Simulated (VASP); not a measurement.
A run of VASP 6.6.1:

INCAR

```
SYSTEM = Si8O17
ALGO = Normal
EDIFF = 1E-6
ENCUT = 1000
GGA = PE
GGA_COMPAT = .False.
ISIF = 2
ISMEAR = -1
LASPH = .True.
LCHARG = .False.
LREAL = Auto
LWAVE = .False.
NBANDS = 85
NELM = 120
PREC = Accurate
SIGMA = 0.01
```

File KPOINTS:

```
k-points
0
Gamma
  1 1 1
  0 0 0
```

File POSCAR:

```
Si8O17
1.0
    0.0000000000      5.0813926900      7.0944098900
    5.0813926900      0.0000000000      7.0944098900
    5.0813926900      5.0813926900      0.0000000000
Si O
8 17
Direct
    0.2551294610      0.2501623188      0.4549341417
    0.7403948979      0.7553884251      0.9490590617
    0.0929671060      0.6655148655      0.1292424474
    0.5838193672      0.1681762298      0.6248370731
    0.4202997978      0.8331009978      0.3759504129
    0.9255161884      0.3303332957      0.8725672422
    0.0020922761      0.0045349136      0.2928266745
    0.5072139264      0.4957088128      0.7929526624
    0.0925564440      0.2381102410      0.6665177381
    0.5853457683      0.7386228416      0.1676139484
    0.4946605099      0.3325114594      0.7585398209
    0.9971703811      0.8361062694      0.2555430753
    0.4075548972      0.2732033441      0.4960253376
    0.8903260187      0.7699989671      1.0251240545
    0.2015617110      0.8825073122      0.3920477941
    0.7097994710      0.3750672226      0.8867405910
    0.0218052392      0.1598107119      0.0761397594
    0.5161773912      0.6583982436      0.5787173236
    0.3908945006      0.0418350777      0.3625676373
    0.8874408807      0.5442924357      0.8616132747
    0.3081226338      0.6160939116      0.9724790432
    0.7880586557      0.1385479405      0.4512122262
    0.1218726570      0.4542169774      0.2836346764
    0.6043309312      0.9590553365      0.7838985228
   -0.0466712568     -0.1242383775      0.8086840034
```

Potentials or basis: VASP PAW PBE potentials, release 64 (Si, O_h).

Launch:

```console
$ cat potpaw_PBE.64/Si/POTCAR potpaw_PBE.64/O_h/POTCAR > POTCAR
$ mpirun -np 1 vasp_gam > vasp.out
```

Hardware: 1 thread of AMD EPYC 7R13 Processor (Zen 3), on a shared host.

**Question.** Estimate the wall time of this run.

**Answer.** It took 3.2 min on 1 thread of AMD EPYC 7R13 Processor (Zen 3) (shared host), peak memory 1 GiB. Counts: scf iterations 17, k points 1.
